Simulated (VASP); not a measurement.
Here is a VASP 6.6.1 calculation.

File INCAR:

```
PREC = Accurate
ENCUT = 520
EDIFF = 1E-6
ISMEAR = 0
SIGMA = 0.1
LREAL = F
LASPH = T
NELM = 60
ALGO = Normal
ISIF = 2
LWAVE = F
LCHARG = F
GGA = PE
NBANDS = 18
```

The input KPOINTS:

```
regular mesh
0
Gamma
  18 18 18
```

The input POSCAR:

```
Si2W
1.0
   -1.6145299063      1.6145299063      3.9335489479
    1.6145299063     -1.6145299063      3.9335489479
    1.6145299063      1.6145299063     -3.9335489479
Si W
2 1
Direct
    0.3345578115      0.3345578115      0.0000000000
    0.6654421885      0.6654421885      0.0000000000
    0.0000000000      0.0000000000      0.0000000000
```

Potentials or basis: VASP PAW PBE potentials, release 64 (Si, W_sv).

Run with:

```console
$ cat potpaw_PBE.64/Si/POTCAR potpaw_PBE.64/W_sv/POTCAR > POTCAR
$ mpirun -np 1 vasp_std > vasp.out
```

**Question.** What does it give for the band gap on the k mesh?

**Answer.** Zero (bands 11 and 12 overlap by 1.25 eV).

**Question.** Estimate the pressure.

**Answer.** 0.1 GPa.

Stress tensor (GPa, compression positive):
```
0.09 0.00 0.00
0.00 0.09 0.00
0.00 0.00 0.01
```

Caveat: spin-orbit coupling is left out, which moves the levels of the heavy elements.
